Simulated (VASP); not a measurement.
TiAl3, 4 atoms in the cell. Symmetry: Pmm2, No. 25, orthorhombic system. Conventional cell: a = 2.840 Å, b = 4.681 Å, c = 4.901 Å, α = 90.00°, β = 90.00°, γ = 90.00°. Within 3.7 Å of Ti (site symmetry mm2) lie 10 Al at 2.83 to 2.85 Å and 2 Ti at 2.84 Å. Within 3.7 Å of Al (site symmetry mm2) lie 10 Al at 2.81 to 2.86 Å and 2 Ti at 2.85 Å. Within 3.7 Å of Al (site symmetry mm2) lie 8 Al at 2.81 to 2.86 Å and 4 Ti at 2.85 Å. Within 3.7 Å of Al (site symmetry mm2) lie 4 Ti at 2.83 to 2.84 Å and 8 Al at 2.84 to 2.86 Å. 

- Program: VASP 6.6.1
- Task: relaxation of cell and atoms
- Functional: PBEsol
- Potentials or basis: VASP PAW PBE potentials, release 64 (Ti_sv, Al)
- Cutoff: 600 eV
- k mesh: 9 × 6 × 6
- Occupations: fermi-dirac, width 0.05 eV
- Spin: no spin polarisation
- Target pressure: 10 GPa
- Dipole correction: no
- Further INCAR settings: ALGO = Normal; EDIFF = 1e-06; IBRION = 2; EDIFFG = -0.01; NSW = 60; ISIF = 3

Potentials or basis: VASP PAW PBE potentials, release 64 (Ti_sv, Al).

The run is started by

```bash
$ cat potpaw_PBE.64/Ti_sv/POTCAR potpaw_PBE.64/Al/POTCAR > POTCAR
$ mpirun -np 1 vasp_std > vasp.out
```

Hardware: 1 thread of Intel(R) Xeon(R) 6975P-C (Granite Rapids) (shared host).

Question: Estimate the wall time of this run.

Answer: Run time: 3.8 min on 1 thread of Intel(R) Xeon(R) 6975P-C (Granite Rapids) (shared host), peak memory 0.27 GiB. Counts: scf iterations 100, k points 80, ion steps 12.
